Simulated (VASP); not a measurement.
# Cu (Fm-3m) in VASP: notebook

The runs below take Cu through single point, with PBEsol.

All numbers are computed with VASP 6.6.1; they aren't measurements. Logs are shortened: lines on timing, memory, paths and dates and some standing lists are left out, and cuts for length are marked.

## Step 1: The cell of the first run

It takes space group Fm-3m (No. 225, cubic). The conventional cell has a = 3.491 Å, b = 3.491 Å, c = 3.491 Å, α = 90.00°, β = 90.00°, γ = 90.00°. Within 3.3 Å of Cu (site symmetry m-3m) lie 12 Cu at 2.47 Å.

## Step 2: Single point, PBEsol (volume scaled by 0.94)

Input file INCAR:

```
ALGO     = Normal         # electronic algorithm
EDIFF    = 1E-7           # SCF threshold, eV
ENCUT    = 520            # plane-wave cutoff, eV
GGA      = PS             # functional
ISIF     = 2              # what is computed and relaxed
ISMEAR   = -1             # smearing method
LASPH    = True           # aspherical terms in the spheres
LCHARG   = False          # write CHGCAR
LREAL    = False          # projectors in reciprocal space
LWAVE    = False          # write WAVECAR
NBANDS   = 12             # bands
NELM     = 80             # most SCF steps
PREC     = Accurate       # precision mode
SIGMA    = 0.1            # smearing width, eV
```

Input file KPOINTS:

```
k-points
0
Gamma
  18 18 18
```

Input file POSCAR:

```
Cu
1.0
    0.0000000000      1.7455298584      1.7455298584
    1.7455298584      0.0000000000      1.7455298584
    1.7455298584      1.7455298584      0.0000000000
Cu
1
Direct
    0.0000000000      0.0000000000      0.0000000000
```

Potentials or basis: VASP PAW PBE potentials, release 64 (Cu).

Launch:

```
> cat potpaw_PBE.64/Cu/POTCAR > POTCAR
> mpirun -np 1 vasp_std > vasp.out
```

OUTCAR:

```text
EDIFF = 1E-7
   ENCUT = 520
   GGA = PS
   ISIF = 2
   ISMEAR = -1
   LASPH = True
   LREAL = False
   NELM = 80
   PREC = Accurate

 ion  position               nearest neighbor table
   1  0.000  0.000  0.000-

  LATTYP: Found a face centered cubic cell.
 ALAT       =     3.4910597168

  Lattice vectors:

 A1 = (   0.0000000000,   1.7455298584,   1.7455298584)
 A2 = (   1.7455298584,   0.0000000000,   1.7455298584)
 A3 = (   1.7455298584,   1.7455298584,   0.0000000000)

Analysis of symmetry for initial positions (statically):
[... 5 lines left out ...]
 face centered cubic supercell.

 Subroutine GETGRP returns: Found 48 space group operations
 (whereof 48 operations were pure point group operations)
 out of a pool of 48 trial point group operations.

The static configuration has the point symmetry O_h .

Analysis of symmetry for dynamics (positions and initial velocities):
[... 5 lines left out ...]
 face centered cubic supercell.

 Subroutine GETGRP returns: Found 48 space group operations
 (whereof 48 operations were pure point group operations)
 out of a pool of 48 trial point group operations.

The dynamic configuration has the point symmetry O_h .

 Subroutine INISYM returns: Found 48 space group operations
 (whereof 48 operations are pure point group operations),
 and found     1 'primitive' translations

----------------------------------------------------------------------------------------

                                     Primitive cell

  volume of cell :      10.6368

  direct lattice vectors                    reciprocal lattice vectors
     0.000000000  1.745529858  1.745529858    -0.286445974  0.286445974  0.286445974
     1.745529858  0.000000000  1.745529858     0.286445974 -0.286445974  0.286445974
     1.745529858  1.745529858  0.000000000     0.286445974  0.286445974 -0.286445974

  length of vectors
     2.468551999  2.468551999  2.468551999     0.496138980  0.496138980  0.496138980

  position of ions in fractional coordinates (direct lattice)
     0.000000000  0.000000000  0.000000000

  ion indices of the primitive-cell ions
   primitive index   ion index
                 1           1

----------------------------------------------------------------------------------------

 KPOINTS: k-points

Automatic generation of k-mesh.
 Grid dimensions read from file:
 generate k-points for:   18   18   18

 Generating k-lattice:

  Cartesian coordinates                     Fractional coordinates (reciprocal lattice)
    -0.015913665  0.015913665  0.015913665     0.055555556  0.000000000  0.000000000
     0.015913665 -0.015913665  0.015913665     0.000000000  0.055555556  0.000000000
     0.015913665  0.015913665 -0.015913665     0.000000000  0.000000000  0.055555556

  Length of vectors
     0.027563277  0.027563277  0.027563277

  Shift w.r.t. Gamma in fractional coordinates (k-lattice)
     0.000000000  0.000000000  0.000000000

 Subroutine IBZKPT returns following result:
 ===========================================

 Found    195 irreducible k-points:

 Following reciprocal coordinates:
            Coordinates               Weight
  0.000000  0.000000  0.000000      1.000000
  0.055556  0.000000  0.000000      8.000000
  0.111111  0.000000  0.000000      8.000000
  0.166667  0.000000  0.000000      8.000000
  0.222222  0.000000  0.000000      8.000000
  0.277778  0.000000  0.000000      8.000000
[... 16 lines left out ...]
 -0.277778  0.055556  0.000000     24.000000
 -0.222222  0.055556  0.000000     24.000000
 [... further k-points ...]
   k-points           NKPTS =    195   k-points in BZ     NKDIM =    195   number of bands    NBANDS=     12
   number of dos      NEDOS =    301   number of ions     NIONS =      1
   total plane-waves  NPLWV =   5832
   dimension x,y,z NGX =    18 NGY =   18 NGZ =   18
   dimension x,y,z NGXF=    36 NGYF=   36 NGZF=   36
   ions per type =               1
   NGX,Y,Z   is equivalent  to a cutoff of  12.12, 12.12, 12.12 a.u.
   NGXF,Y,Z  is equivalent  to a cutoff of  24.24, 24.24, 24.24 a.u.
 SYSTEM =  unknown system
   PREC   = accura    normal or accurate (medium, high low for compatibility)
   ISTART =      0    job   : 0-new  1-cont  2-samecut
   ICHARG =      2    charge: 1-file 2-atom 10-const
   ISPIN  =      1    spin polarized calculation?
   LNONCOLLINEAR =      F non collinear calculations
   LSORBIT =      F    spin-orbit coupling
   LASPH  =      T    aspherical Exc in radial PAW
   ENCUT  =  520.0 eV  38.22 Ry    6.18 a.u.   4.59  4.59  4.59*2*pi/ulx,y,z
   NELM   =     80;   NELMIN=  2; NELMDL= -5     # of ELM steps
   EDIFF  = 0.1E-06   stopping-criterion for ELM
   LREAL  =      F    real-space projection
   EDIFFG = 0.1E-05   stopping-criterion for IOM
   NSW    =      0    number of steps for IOM
   IBRION =     -1    ionic relax: 0-MD 1-quasi-New 2-CG
   NFREE  =      0    steps in history (QN), initial steepest desc. (CG)
   ISIF   =      2    stress and relaxation
   ISYM   =      2    0-nonsym 1-usesym 2-fastsym
   POTIM  = 0.5000    time-step for ionic-motion
   TEBEG  =    0.0;   TEEND  =   0.0 temperature during run
   PSTRESS=    0.0 pullay stress
   NELECT =      11.0000    total number of electrons
   NUPDOWN=      -1.0000    fix difference up-down
   EMIN   =  10.00;   EMAX   =-10.00  energy-range for DOS
   EFERMI =   0.00;   METHOD = LEGACY
   ISMEAR =    -1;   SIGMA  =   0.10  broadening in eV -4-tet -1-fermi 0-gaus
   EFERMI_NEDOS =   21; number of points for ismear=-14 and -15
   IALGO  =     38    algorithm
   IMIX   =      4    mixing-type and parameters
     AMIX     =   0.40;   BMIX     =  1.00
     AMIX_MAG =   1.60;   BMIX_MAG =  1.00
  volume/ion in A,a.u.               =      10.64        71.78
  Fermi-wavevector in a.u.,A,eV,Ry     =   1.655523  3.128484 37.290236  2.740755
  Thomas-Fermi vector in A             =   2.743604
   LORBIT       =      0    0 simple, 1 ext, 2 COOP (PROOUT), +10 PAW based schemes
   GGA     = PS    functional components
   LHFCALC =     F    Hartree Fock is set to
   AEXX    =    0.0000 exact exchange contribution
   IVDW    =     0    specifies the selected vdW correction
   LEPSILON=     F    determine dielectric tensor
   LRPA    =     F    only Hartree local field effects (RPA)
 non-spin polarized calculation
  energy-cutoff  :      520.00
  volume of cell :       10.64
 maximum number of plane-waves:       302
   NGX =  9   NGY =  9   NGZ =  9

 number of electron      10.9999990 magnetization

 Free energy of the ion-electron system (eV)
  ---------------------------------------------------
  ext. energy  EPLUGINS =         0.00000000
  ---------------------------------------------------
  free energy    TOTEN  =        -4.28568757 eV

  energy without entropy =       -4.27569952  energy(sigma->0) =       -4.28069355

 E-fermi :   8.7598     XC(G=0): -13.5309

 val. band max:        8.7405532186   @ k =   0.5000   0.3333   0.1667
 cond. band min:       8.7869919515   @ k =   0.4444   0.3889   0.0000
 fundamental gap:      0.0464387328
 Fermi energy:         8.7598378673

 k-point     1 :       0.0000    0.0000    0.0000
  band No.  band energies     occupation
      1      -1.4517      2.00000
      2       5.3965      2.00000
      3       5.3966      2.00000
      4       5.3966      2.00000
      5       6.3747      2.00000
      6       6.3747      2.00000
      7      32.1806      0.00000
      8      35.6253      0.00000
      9      35.6253      0.00000
     10      35.6253      0.00000
     11      38.2352      0.00000
     12      38.2352      0.00000

 k-point     2 :       0.0556    0.0000    0.0000
  band No.  band energies     occupation
      1      -1.3303      2.00000
      2       5.3676      2.00000
      3       5.4217      2.00000
      4       5.4217      2.00000
      5       6.3644      2.00000
      6       6.3644      2.00000
      7      31.6602      0.00000
      8      34.0640      0.00000
      9      35.2573      0.00000
     10      35.2574      0.00000
     11      38.7591      0.00000
     12      38.7591      0.00000

 k-point     3 :       0.1111    0.0000    0.0000
  band No.  band energies     occupation
      1      -0.9706      2.00000
      2       5.2888      2.00000
      3       5.4868      2.00000
      4       5.4868      2.00000
      5       6.3429      2.00000
      6       6.3429      2.00000
      7      29.4225      0.00000
      8      33.1575      0.00000
      9      34.5802      0.00000
     10      34.5802      0.00000
     11      39.8248      0.00000
     12      39.8249      0.00000

 k-point     4 :       0.1667    0.0000    0.0000
  band No.  band energies     occupation
      1      -0.3881      2.00000
      2       5.1847      2.00000
      3       5.5590      2.00000
      4       5.5590      2.00000
      5       6.3416      2.00000
      6       6.3416      2.00000
      7      26.4776      0.00000
      8      32.8162      0.00000
      9      33.9347      0.00000
     10      33.9347      0.00000
     11      39.9867      0.00000
     12      40.5021      0.00000

 k-point     5 :       0.2222    0.0000    0.0000
  band No.  band energies     occupation
      1       0.3837      2.00000
      2       5.0990      2.00000
      3       5.5891      2.00000
      4       5.5891      2.00000
      5       6.4050      2.00000
      6       6.4050      2.00000
      7      23.5236      0.00000
      8      32.4201      0.00000
      9      33.4024      0.00000
     10      33.4024      0.00000
     11      39.6543      0.00000
     12      39.6543      0.00000
[... 228 lines left out ...]
      1       2.9057      2.00000
      2       5.3687      2.00000
      3       5.4371      2.00000
      4       5.9989      2.00000
      5       6.8606      2.00000
      6       7.3532      2.00000
      7      15.0873      0.00000
      8      29.4617      0.00000
      9      31.8070      0.00000
     10      32.9488      0.00000
     11      35.7598      0.00000
     12      37.3817      0.00000

 k-point    22 :      -0.3333    0.0556    0.0000
  band No.  band energies     occupation
      1       2.4400      2.00000
      2       5.4029      2.00000
      3       5.4410      2.00000
      4       5.4996      2.00000
      5       6.6788      2.00000
      6       7.0264      2.00000
      7      17.3199      0.00000
      8      29.4659      0.00000
      9      32.2909      0.00000
     10      33.9369      0.00000
     11      35.8263      0.00000
     12      37.8587      0.00000

 k-point    23 :      -0.2778    0.0556    0.0000
  band No.  band energies     occupation
      1       1.6615      2.00000
      2       5.0920      2.00000
      3       5.5203      2.00000
      4       5.5736      2.00000
      5       6.4792      2.00000
      6       6.7923      2.00000
      7      19.8760      0.00000
      8      29.6321      0.00000
      9      32.9412      0.00000
     10      34.7523      0.00000
     11      36.4648      0.00000
     12      38.2151      0.00000

 k-point    24 :      -0.2222    0.0556    0.0000
  band No.  band energies     occupation
      1       0.7692      2.00000
      2       5.0418      2.00000
      3       5.5797      2.00000
      4       5.6260      2.00000
      5       6.3125      2.00000
      6       6.6008      2.00000
      7      22.6464      0.00000
      8      29.9563      0.00000
      9      33.6343      0.00000
     10      35.2438      0.00000
     11      37.7608      0.00000
     12      38.3326      0.00000

 [... further k-points ...]
[... 5 lines left out ...]
  --------------------------------------------------------------------------------------
  -------------------------------------------------------------------------------------
  Total        0.8548626      0.8548626      0.8548626      0.0000000      0.0000000     -0.0000000
  in kB      128.7641846    128.7641846    128.7641846      0.0000000      0.0000000     -0.0000000
  external PRESSURE =     128.7641846 kB  Pullay stress =       0.0000000 kB

 VOLUME and BASIS-vectors are now :
 -----------------------------------------------------------------------------
  energy-cutoff  :      520.00
  volume of cell :       10.64
      direct lattice vectors                 reciprocal lattice vectors
     0.000000000  1.745529858  1.745529858    -0.286445974  0.286445974  0.286445974
     1.745529858  0.000000000  1.745529858     0.286445974 -0.286445974  0.286445974
     1.745529858  1.745529858  0.000000000     0.286445974  0.286445974 -0.286445974

 POSITION                                       TOTAL-FORCE (eV/Angst)
 -----------------------------------------------------------------------------------
      0.00000      0.00000      0.00000         0.000000     -0.000000      0.000000
 -----------------------------------------------------------------------------------
    total drift:                               -0.000000     -0.000000     -0.000000

  FREE ENERGIE OF THE ION-ELECTRON SYSTEM (eV)
  ---------------------------------------------------
  free  energy   TOTEN  =        -4.2856875732 eV

  energy  without entropy=       -4.2756995190  energy(sigma->0) =       -4.28069355
```

Wall time 10 s (1 thread of Intel Xeon 6975P-C, shared host); peak memory 0.14 GiB.

Results:

```yaml
Free_energy: -4.2857 eV
Pressure: 12.9 GPa
```

Levels at points of the mesh, in eV from the Fermi level:
| k point | band 2 | band 3 | band 4 | band 5 | band 6 | band 7 | band 8 | band 9 | band 10 | band 11 |
| --- | --- | --- | --- | --- | --- | --- | --- | --- | --- | --- |
| (0.00, 0.00, 0.00) | -3.36 | -3.36 | -3.36 | -2.39 | -2.39 | 23.42 | 26.87 | 26.87 | 26.87 | 29.48 |
| (0.50, 0.00, 0.00) | -3.40 | -3.40 | -1.72 | -1.72 | -1.35 | 4.30 | 21.86 | 23.70 | 23.70 | 26.59 |
| (0.50, 0.50, 0.00) | -5.01 | -1.74 | -1.55 | -1.55 | 1.38 | 7.86 | 13.87 | 13.87 | 18.67 | 22.06 |

Caveat: the PAW data sets were made with another functional, which shifts forces and pressure a little.

[end of part 1 of 2]
